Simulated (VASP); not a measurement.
Input of a VASP 6.6.1 run:

The input INCAR:

```
ALGO = Normal ; EDIFF = 1E-6
ENCUT = 520 ; GGA = PE
ISIF = 2 ; ISMEAR = 0
LASPH = T ; LCHARG = F
LREAL = F ; LWAVE = F
NBANDS = 28 ; NELM = 80
PREC = Accurate ; SIGMA = 0.1
```

File KPOINTS:

```
k-points
0
Gamma
  6 6 2
```

POSCAR

```
AlO
1.0
    3.1437038373      0.0000000000      0.0000000000
   -1.5718519187      2.7225273851      0.0000000000
    0.0000000000      0.0000000000     10.5148043092
Al O
4 4
Direct
    0.3333333333      0.6666666667      0.1250000000
    0.6666666667      0.3333333333      0.6250000000
    0.3333333333      0.6666666667      0.3750000000
    0.6666666667      0.3333333333      0.8750000000
    0.0000000000      0.0000000000      0.0000000000
    0.0000000000      0.0000000000      0.5000000000
    0.6666666667      0.3333333333      0.2500000000
    0.3333333333      0.6666666667      0.7500000000
```

Potentials or basis: VASP PAW PBE potentials, release 64 (Al, O).

Run with:

```sh
$ cat potpaw_PBE.64/Al/POTCAR potpaw_PBE.64/O/POTCAR > POTCAR
$ mpirun -np 1 vasp_std > vasp.out
```

What does it give for the pressure?

0.9 GPa.

What does it give for the band gap on the k mesh?

Zero (bands 18 and 19 overlap by 2.59 eV).

What does it give for the largest force?

0.567 eV/Å.

Forces on the atoms (eV/Å):
```
Al   0.000  0.000 -0.567
Al   0.000  0.000 -0.567
Al   0.000  0.000  0.567
Al   0.000  0.000  0.567
O    0.000  0.000  0.000
O    0.000  0.000  0.000
O    0.000  0.000  0.000
O    0.000  0.000  0.000
```

Caveat: the k points lie up to 0.38 Å⁻¹ apart, too coarse for converged energies and pressures of a metal.
